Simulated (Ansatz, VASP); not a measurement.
One calculation of W, two programs

File INCAR:

```
SYSTEM = W
PREC     = Accurate       ! precision mode
ENCUT    = 500            ! plane-wave cutoff, eV
EDIFF    = 1E-6           ! SCF threshold, eV
ISMEAR   = 1              ! smearing method
SIGMA    = 0.3            ! smearing width, eV
LREAL    = .False.        ! projectors in reciprocal space
LASPH    = .True.         ! aspherical terms in the spheres
NELM     = 120            ! most SCF steps
ALGO     = Normal         ! electronic algorithm
ISIF     = 2              ! what is computed and relaxed
LWAVE    = .False.        ! write WAVECAR
LCHARG   = .True.         ! write CHGCAR
LELF     = .True.         ! ELF
LVHAR    = .True.       
NBANDS   = 13             ! bands
GGA_COMPAT= .False.
```

File KPOINTS:

```
Automatic mesh
0
Gamma
  12 12 12
  0 0 0
```

The input POSCAR:

```
W
1.0
    2.7407020215     -0.0000000152     -0.0000000263
   -0.9135673262      2.5839586512     -0.0000000263
   -0.9135673262     -1.2919792876      2.2377738561
W
1
Direct
    0.0000000000      0.0000000000      0.0000000000
```

Input for Ansatz:

```yaml
crystal:
  lattice:
    a: 2.740702
    b: 2.740702
    c: 2.740702
    alpha: 109.47122
    beta: 109.47122
    gamma: 109.47122
  atoms:
    - { symbol: W, position: [0.0, 0.0, 0.0] }
basis:
  ecutwfc: 450.0
kpoints:
  mp_grid:
    grid: [12, 12, 12]
hamiltonian:
  xc: lda
scf:
  occupations:
    method: methfessel_paxton
    width: 0.3
output:
  stress: true
```

Alike in both runs: task single point; functional LDA; k mesh 12 × 12 × 12; occupations methfessel-paxton of order 1, width 0.3 eV; no spin polarisation.

|  | VASP | Ansatz |
| --- | --- | --- |
| version | VASP 6.6.1 | Ansatz 0.2.0 |
| potentials or method | VASP PAW LDA potentials, release 64 (W_sv), cutoff 500 eV | plane waves, PAW |
| valence electrons in the cell | 14 | 14 |

Ansatz gave:

* pressure (GPa): -9.0

Which values does VASP return?

Pressure (GPa): -7.3.

LDA's correlation is that of Perdew and Zunger in VASP and of Perdew and Wang (1992) in Ansatz.

Spin-orbit coupling is off throughout.
